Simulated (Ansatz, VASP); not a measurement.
**Two plane-wave programs on Mg2Te3O**

```
Mg Te O
1.0
     3.11708   -4.98122    0.00000
     3.11708    4.98122    0.00000
     0.00000    0.00000    5.06980
Mg Te O
2 3 1
Direct
  0.75494 0.75494 0.50000
  0.24506 0.24506 0.50000
  0.76340 0.23660 0.50000
  0.23660 0.76340 0.50000
  0.00000 0.00000 0.00000
  0.00000 0.00000 0.50000
```

Alike in both runs: task single point; functional PBE; k mesh 4 × 4 × 4; occupations gaussian, width 0.1 eV; no spin polarisation.

```csv
,VASP,Ansatz
version,VASP 6.6.1,Ansatz 0.2.0
potentials or method,"VASP PAW PBE potentials, release 64 (Mg, Te, O), cutoff 520 eV","scalar-relativistic, plane waves, PAW"
valence electrons in the cell,28,74
```

|  | VASP | Ansatz | Ansatz less VASP |
| --- | --- | --- | --- |
| gap on the k mesh at the Fermi level (eV) | none | none | - |
| pressure (GPa) | 22.1 | 21.7 | -0.43 |
| traceless stress, the component that is largest in VASP (GPa) | 21.32 | 20.21 | -1.107 |
| rms of the force components (eV/Å) | 4.921 | 4.756 | -0.1649 |

Atom by atom the forces differ by 0.172 eV/Å (rms over components). A gap of «none» marks a metal or a gap that the smearing closes. VASP's potentials hold 28 valence electrons a cell and Ansatz's 74, so a difference there can come from the potentials and not from the codes.

Neither program's run includes spin-orbit coupling.
